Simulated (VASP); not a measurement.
# SrC2N2O2 (R3c) in VASP: single point with PBE

Aim: the single point of SrC2N2O2 with PBE.

All numbers are computed with VASP 6.6.1; they aren't measurements. Logs are shortened: lines on timing, memory, paths and dates and some standing lists are left out, and cuts for length are marked.

**1. The cell of the first run**

The structure is trigonal, space group R3c (No. 161). The conventional cell has a = 11.862 Å, b = 11.862 Å, c = 12.698 Å, α = 90.00°, β = 90.00°, γ = 120.00°. Within 3.6 Å of Sr (site symmetry 1) lie 6 O at 2.53 to 3.09 Å and 3 N at 2.58 to 3.58 Å and 5 C at 3.03 to 3.50 Å. C (site symmetry 1) has 1 O at 1.30 Å and 2 N at 1.35 Å within 1.7 Å. C (site symmetry 1) has 1 O at 1.29 Å and 2 N at 1.35 to 1.36 Å within 1.7 Å. N (site symmetry 1) has 2 C at 1.35 to 1.36 Å within 1.8 Å. Within 1.8 Å of N (site symmetry 1) lie 2 C at 1.35 Å. O (site symmetry 1) has 1 C at 1.29 Å within 1.7 Å. Within 1.7 Å of O (site symmetry 1) lie 1 C at 1.30 Å.

**2. Single point, PBE**

File INCAR:

```
SYSTEM = SrC2N2O2
  ALGO = Normal
  EDIFF = 1E-6
  ENCUT = 910
  GGA = PE
  GGA_COMPAT = .FALSE.
  ISIF = 2
  ISMEAR = -1
  LASPH = .TRUE.
  LCHARG = .FALSE.
  LREAL = Auto
  LWAVE = .FALSE.
  NBANDS = 147
  NELM = 120
  PREC = Accurate
  SIGMA = 0.02
```

File KPOINTS:

```
k-points
0
G
  3 3 3
  0 0 0
```

File POSCAR:

```
SrC2N2O2
1.0
    5.9310000000      3.4242644466      4.2326666667
   -5.9310000000      3.4242644466      4.2326666667
    0.0000000000     -6.8485288931      4.2326666667
Sr C N O
6 12 12 12
Direct
    0.6256017358      0.2638673657      0.9722911363
    0.9722911363      0.6256017358      0.2638673657
    0.2638673657      0.9722911363      0.6256017358
    0.4722911363      0.7638673657      0.1256017358
    0.7638673657      0.1256017358      0.4722911363
    0.1256017358      0.4722911363      0.7638673657
    0.7400295966      0.6638157202      0.8842101439
    0.8842101439      0.7400295966      0.6638157202
    0.6638157202      0.8842101439      0.7400295966
    0.3842101439      0.1638157202      0.2400295966
    0.1638157202      0.2400295966      0.3842101439
    0.2400295966      0.3842101439      0.1638157202
    0.4598561677      0.4183157218      0.6301188115
    0.6301188115      0.4598561677      0.4183157218
    0.4183157218      0.6301188115      0.4598561677
    0.1301188115      0.9183157218      0.9598561677
    0.9183157218      0.9598561677      0.1301188115
    0.9598561677      0.1301188115      0.9183157218
    0.5492081779      0.5912354431      0.3726194926
    0.3726194926      0.5492081779      0.5912354431
    0.5912354431      0.3726194926      0.5492081779
    0.8726194926      0.0912354431      0.0492081779
    0.0912354431      0.0492081779      0.8726194926
    0.0492081779      0.8726194926      0.0912354431
    0.8637478860      0.6358689086      0.7855289686
    0.7855289686      0.8637478860      0.6358689086
    0.6358689086      0.7855289686      0.8637478860
    0.2855289686      0.1358689086      0.3637478860
    0.1358689086      0.3637478860      0.2855289686
    0.3637478860      0.2855289686      0.1358689086
    0.4091410671      0.3333068098      0.7485268295
    0.7485268295      0.4091410671      0.3333068098
    0.3333068098      0.7485268295      0.4091410671
    0.2485268295      0.8333068098      0.9091410671
    0.8333068098      0.9091410671      0.2485268295
    0.9091410671      0.2485268295      0.8333068098
    0.0089293824      0.7192363339      0.5742443009
    0.5742443009      0.0089293824      0.7192363339
    0.7192363339      0.5742443009      0.0089293824
    0.0742443009      0.2192363339      0.5089293824
    0.2192363339      0.5089293824      0.0742443009
    0.5089293824      0.0742443009      0.2192363339
```

Potentials or basis: VASP PAW PBE potentials, release 64 (Sr_sv, C_h, N_h, O_h).

Run with:

```bash
cat potpaw_PBE.64/Sr_sv/POTCAR potpaw_PBE.64/C_h/POTCAR potpaw_PBE.64/N_h/POTCAR potpaw_PBE.64/O_h/POTCAR > POTCAR
mpirun -np 1 vasp_std > vasp.out
```

OUTCAR:

```text
SYSTEM = SrC2N2O2
   EDIFF = 1E-6
   ENCUT = 910
   GGA = PE
   ISIF = 2
   ISMEAR = -1
   LASPH = .TRUE.
   LREAL = Auto
   NELM = 120
   PREC = Accurate

 ion  position               nearest neighbor table
   1  0.626  0.264  0.972-  31 2.53  39 2.53  22 2.58  30 2.59  36 2.63  38 2.74  42 2.79  18 3.03
                            32 3.09  10 3.13   3 4.26   2 4.26   5 4.35   5 4.35   4 4.42   4 4.42
   2  0.972  0.626  0.264-  32 2.53  37 2.53  24 2.58  29 2.59  35 2.63  39 2.74  41 2.79  17 3.03
                            33 3.09  12 3.13   3 4.26   1 4.26   4 4.35   4 4.35   6 4.42   6 4.42
   3  0.264  0.972  0.626-  33 2.53  38 2.53  23 2.58  28 2.59  34 2.63  37 2.74  40 2.79  16 3.03
                            31 3.09  11 3.13   2 4.26   1 4.26   6 4.35   6 4.35   5 4.42   5 4.42
   4  0.472  0.764  0.126-  34 2.53  42 2.53  19 2.58  27 2.59  33 2.63  41 2.74  39 2.79  15 3.03
                            35 3.09   7 3.13   6 4.26   5 4.26   2 4.35   2 4.35   1 4.42   1 4.42
   5  0.764  0.126  0.472-  35 2.53  40 2.53  21 2.58  26 2.59  32 2.63  42 2.74  38 2.79  14 3.03
                            36 3.09   9 3.13   4 4.26   6 4.26   1 4.35   1 4.35   3 4.42   3 4.42
   6  0.126  0.472  0.764-  36 2.53  41 2.53  20 2.58  25 2.59  31 2.63  40 2.74  37 2.79  13 3.03
                            34 3.09   8 3.13   4 4.26   5 4.26   3 4.35   3 4.35   2 4.42   2 4.42
   7  0.740  0.664  0.884-  39 1.30  25 1.35  27 1.35   4 3.13
   8  0.884  0.740  0.664-  37 1.30  26 1.35  25 1.35   6 3.13
   9  0.664  0.884  0.740-  38 1.30  27 1.35  26 1.35   5 3.13
  10  0.384  0.164  0.240-  42 1.30  28 1.35  30 1.35   1 3.13
  11  0.164  0.240  0.384-  40 1.30  29 1.35  28 1.35   3 3.13
[... 17 lines left out ...]
  29  0.136  0.364  0.286-  11 1.35  12 1.35   2 2.59
  30  0.364  0.286  0.136-  12 1.35  10 1.35   1 2.59
  31  0.409  0.333  0.749-  13 1.29   1 2.53   6 2.63   3 3.09
  32  0.749  0.409  0.333-  14 1.29   2 2.53   5 2.63   1 3.09
  33  0.333  0.749  0.409-  15 1.29   3 2.53   4 2.63   2 3.09
  34  0.249  0.833  0.909-  16 1.29   4 2.53   3 2.63   6 3.09
  35  0.833  0.909  0.249-  17 1.29   5 2.53   2 2.63   4 3.09
  36  0.909  0.249  0.833-  18 1.29   6 2.53   1 2.63   5 3.09
  37  0.009  0.719  0.574-   8 1.30   2 2.53   3 2.74   6 2.79
  38  0.574  0.009  0.719-   9 1.30   3 2.53   1 2.74   5 2.79
  39  0.719  0.574  0.009-   7 1.30   1 2.53   2 2.74   4 2.79
  40  0.074  0.219  0.509-  11 1.30   5 2.53   6 2.74   3 2.79
  41  0.219  0.509  0.074-  12 1.30   6 2.53   4 2.74   2 2.79
  42  0.509  0.074  0.219-  10 1.30   4 2.53   5 2.74   1 2.79

  LATTYP: Found a trigonal (rhomboedric) cell.
 ALAT       =     8.0509511930
 COS(alpha) =    -0.0854040958

  Lattice vectors:

 A1 = (   5.9310000000,   3.4242644466,   4.2326666667)
 A2 = (  -5.9310000000,   3.4242644466,   4.2326666667)
 A3 = (   0.0000000000,  -6.8485288931,   4.2326666667)

Analysis of symmetry for initial positions (statically):
=====================================================================
 Subroutine PRICEL returns:
 Original cell was already a primitive cell.

 Routine SETGRP: Setting up the symmetry group for a
 trigonal (rhombohedral) supercell.

 Subroutine GETGRP returns: Found  6 space group operations
 (whereof  3 operations were pure point group operations)
 out of a pool of 12 trial point group operations.

The static configuration has the point symmetry C_3 .
 The point group associated with its full space group is C_3v.

Analysis of symmetry for dynamics (positions and initial velocities):
=====================================================================
 Subroutine PRICEL returns:
 Original cell was already a primitive cell.

 Routine SETGRP: Setting up the symmetry group for a
 trigonal (rhombohedral) supercell.

 Subroutine GETGRP returns: Found  6 space group operations
 (whereof  3 operations were pure point group operations)
 out of a pool of 12 trial point group operations.

The dynamic configuration has the point symmetry C_3 .
 The point group associated with its full space group is C_3v.

 Subroutine INISYM returns: Found  6 space group operations
 (whereof  3 operations are pure point group operations),
 and found     1 'primitive' translations

----------------------------------------------------------------------------------------

                                     Primitive cell

  volume of cell :     515.7753

  direct lattice vectors                    reciprocal lattice vectors
     5.931000000  3.424264447  4.232666667     0.084302816  0.048672253  0.078752559
    -5.931000000  3.424264447  4.232666667    -0.084302816  0.048672253  0.078752559
     0.000000000 -6.848528893  4.232666667     0.000000000 -0.097344507  0.078752559

[... 97 lines left out ...]
 Grid dimensions read from file:
 generate k-points for:    3    3    3

 Generating k-lattice:

  Cartesian coordinates                     Fractional coordinates (reciprocal lattice)
     0.028100939  0.016224084  0.026250853     0.333333333  0.000000000  0.000000000
    -0.028100939  0.016224084  0.026250853     0.000000000  0.333333333  0.000000000
     0.000000000 -0.032448169  0.026250853     0.000000000  0.000000000  0.333333333

  Length of vectors
     0.041737165  0.041737165  0.041737165

  Shift w.r.t. Gamma in fractional coordinates (k-lattice)
     0.000000000  0.000000000  0.000000000

 Subroutine IBZKPT returns following result:
 ===========================================

 Found      6 irreducible k-points:

 Following reciprocal coordinates:
            Coordinates               Weight
  0.000000  0.000000  0.000000      1.000000
  0.333333  0.000000  0.000000      6.000000
  0.333333  0.333333  0.000000      6.000000
 -0.333333  0.333333  0.000000      6.000000
  0.333333  0.333333  0.333333      2.000000
 -0.333333  0.333333  0.333333      6.000000
   k-points           NKPTS =      6   k-points in BZ     NKDIM =      6   number of bands    NBANDS=    147
   number of dos      NEDOS =    301   number of ions     NIONS =     42
   total plane-waves  NPLWV = 512000
   dimension x,y,z NGX =    80 NGY =   80 NGZ =   80
   dimension x,y,z NGXF=   160 NGYF=  160 NGZF=  160
   ions per type =               6  12  12  12
   NGX,Y,Z   is equivalent  to a cutoff of  16.52, 16.52, 16.52 a.u.
   NGXF,Y,Z  is equivalent  to a cutoff of  33.04, 33.04, 33.04 a.u.
 SYSTEM =  SrC2N2O2
   PREC   = accura    normal or accurate (medium, high low for compatibility)
   ISTART =      0    job   : 0-new  1-cont  2-samecut
   ICHARG =      2    charge: 1-file 2-atom 10-const
   ISPIN  =      1    spin polarized calculation?
   LNONCOLLINEAR =      F non collinear calculations
   LSORBIT =      F    spin-orbit coupling
   LASPH  =      T    aspherical Exc in radial PAW
   ENCUT  =  910.0 eV  66.88 Ry    8.18 a.u.  19.80 19.80 19.80*2*pi/ulx,y,z
   NELM   =    120;   NELMIN=  2; NELMDL= -5     # of ELM steps
   EDIFF  = 0.1E-05   stopping-criterion for ELM
   LREAL  =      T    real-space projection
   EDIFFG = 0.1E-04   stopping-criterion for IOM
   NSW    =      0    number of steps for IOM
   IBRION =     -1    ionic relax: 0-MD 1-quasi-New 2-CG
   NFREE  =      0    steps in history (QN), initial steepest desc. (CG)
   ISIF   =      2    stress and relaxation
   ISYM   =      2    0-nonsym 1-usesym 2-fastsym
   POTIM  = 0.5000    time-step for ionic-motion
   TEBEG  =    0.0;   TEEND  =   0.0 temperature during run
   PSTRESS=    0.0 pullay stress
   NELECT =     240.0000    total number of electrons
   NUPDOWN=      -1.0000    fix difference up-down
   EMIN   =  10.00;   EMAX   =-10.00  energy-range for DOS
   EFERMI =   0.00;   METHOD = LEGACY
   ISMEAR =    -1;   SIGMA  =   0.02  broadening in eV -4-tet -1-fermi 0-gaus
   EFERMI_NEDOS =   21; number of points for ismear=-14 and -15
   IALGO  =     38    algorithm
   IMIX   =      4    mixing-type and parameters
     AMIX     =   0.40;   BMIX     =  1.00
     AMIX_MAG =   1.60;   BMIX_MAG =  1.00
  volume/ion in A,a.u.               =      12.28        82.87
  Fermi-wavevector in a.u.,A,eV,Ry     =   1.268601  2.397308 21.896517  1.609349
  Thomas-Fermi vector in A             =   2.401687
   LORBIT       =      0    0 simple, 1 ext, 2 COOP (PROOUT), +10 PAW based schemes
   GGA     = PE    functional components
   LHFCALC =     F    Hartree Fock is set to
   AEXX    =    0.0000 exact exchange contribution
   IVDW    =     0    specifies the selected vdW correction
   LEPSILON=     F    determine dielectric tensor
   LRPA    =     F    only Hartree local field effects (RPA)
 non-spin polarized calculation
  energy-cutoff  :      910.00
  volume of cell :      515.78
 maximum number of plane-waves:     32184
   NGX = 39   NGY = 39   NGZ = 39

 number of electron     239.9999999 magnetization

 Free energy of the ion-electron system (eV)
  ---------------------------------------------------
  ext. energy  EPLUGINS =         0.00000000
  ---------------------------------------------------
  free energy    TOTEN  =      -333.95867675 eV

  energy without entropy =     -333.95867675  energy(sigma->0) =     -333.95867675

 E-fermi :   2.2834     XC(G=0):  -9.6159

 val. band max:        1.7749588010   @ k =   0.0000   0.0000   0.0000
 cond. band min:       5.8510675611   @ k =  -0.3333   0.3333   0.0000
 fundamental gap:      4.0761087601
 Fermi energy:         2.2833516172

 k-point     1 :       0.0000    0.0000    0.0000
  band No.  band energies     occupation
      1     -30.6437      2.00000
      2     -30.6322      2.00000
      3     -30.6322      2.00000
      4     -30.6303      2.00000
      5     -30.6303      2.00000
      6     -30.6301      2.00000
[... 799 lines left out ...]
    131       8.3866      0.00000
    132       8.6281      0.00000
 [bands above 132 left out]

------------------------ aborting loop because EDIFF is reached ----------------------------------------

  FORCE on cell =-STRESS in cart. coord.  units (eV):
  Direction    XX          YY          ZZ          XY          YZ          ZX
  --------------------------------------------------------------------------------------
  -------------------------------------------------------------------------------------
  Total        8.7767621      8.7767621      4.5313444      0.0000000      0.0000000      0.0000000
  in kB       27.2636733     27.2636733     14.0759305      0.0000000      0.0000000      0.0000000
  external PRESSURE =      22.8677590 kB  Pullay stress =       0.0000000 kB

 VOLUME and BASIS-vectors are now :
 -----------------------------------------------------------------------------
  energy-cutoff  :      910.00
  volume of cell :      515.78
      direct lattice vectors                 reciprocal lattice vectors
     5.931000000  3.424264447  4.232666667     0.084302816  0.048672253  0.078752559
    -5.931000000  3.424264447  4.232666667    -0.084302816  0.048672253  0.078752559
     0.000000000 -6.848528893  4.232666667     0.000000000 -0.097344507  0.078752559

 POSITION                                       TOTAL-FORCE (eV/Angst)
 -----------------------------------------------------------------------------------
      2.14545     -3.61299      7.88021         0.001708     -0.008703     -0.002735
      2.05621      3.66450      7.88021         0.006683      0.005830     -0.002735
     -4.20166     -0.05152      7.88021        -0.008390      0.002873     -0.002735
     -1.72934      3.37275      5.76388         0.008390      0.002873     -0.002735
      3.78555     -0.18872      5.76388        -0.001708     -0.008703     -0.002735
     -2.05621     -3.18402      5.76388        -0.006683      0.005830     -0.002735
[... 34 lines left out ...]
     -1.71817      1.98497      3.39633        -0.005797      0.002461      0.007523
      2.57812      0.49549      3.39633         0.005030      0.003790      0.007523
 -----------------------------------------------------------------------------------
    total drift:                               -0.000000     -0.000000     -0.006475

  FREE ENERGIE OF THE ION-ELECTRON SYSTEM (eV)
  ---------------------------------------------------
  free  energy   TOTEN  =      -333.9586767451 eV

  energy  without entropy=     -333.9586767451  energy(sigma->0) =     -333.95867675
```

It took 21 min on 1 thread of Intel Xeon 6975P-C (Granite Rapids), shared host; peak memory 1.4 GiB.

Results:

- Free energy: -333.9587 eV
- Pressure: 2.3 GPa
- Largest force: 0.028 eV/Å
- Band gap on the k mesh: 4.08 eV (least direct gap 4.09 eV)

Forces in eV/Å, atoms in the order of the input:
```
Sr   0.002 -0.009 -0.003
Sr   0.007  0.006 -0.003
Sr  -0.008  0.003 -0.003
Sr   0.008  0.003 -0.003
Sr  -0.002 -0.009 -0.003
Sr  -0.007  0.006 -0.003
C    0.005 -0.003  0.013
C    0.000  0.006  0.013
C   -0.005 -0.003  0.013
C    0.005 -0.003  0.013
C   -0.005 -0.003  0.013
C    0.000  0.006  0.013
C    0.005  0.000 -0.011
C   -0.003  0.004 -0.011
C   -0.002 -0.004 -0.011
C    0.002 -0.004 -0.011
C   -0.005  0.000 -0.011
C    0.003  0.004 -0.011
N    0.008 -0.010  0.014
N    0.004  0.012  0.014
N   -0.013 -0.002  0.014
N    0.013 -0.002  0.014
N   -0.008 -0.010  0.014
N   -0.004  0.012  0.014
N   -0.023 -0.007 -0.013
N    0.018 -0.017 -0.013
N    0.006  0.024 -0.013
N   -0.006  0.024 -0.013
N    0.023 -0.007 -0.013
N   -0.018 -0.017 -0.013
O    0.004 -0.003 -0.008
O    0.000  0.005 -0.008
O   -0.005 -0.002 -0.008
O    0.005 -0.002 -0.008
O   -0.004 -0.003 -0.008
O    0.000  0.005 -0.008
O    0.006  0.002  0.008
O   -0.005  0.004  0.008
O   -0.001 -0.006  0.008
O    0.001 -0.006  0.008
O   -0.006  0.002  0.008
O    0.005  0.004  0.008
```

Caveat: the cutoff is under 1.25 times the usual one of these potentials, so pressure, stress and relaxed cells hold a basis-set (Pulay) error; an odd mesh through Γ misses points on the zone boundary, where band edges can lie.
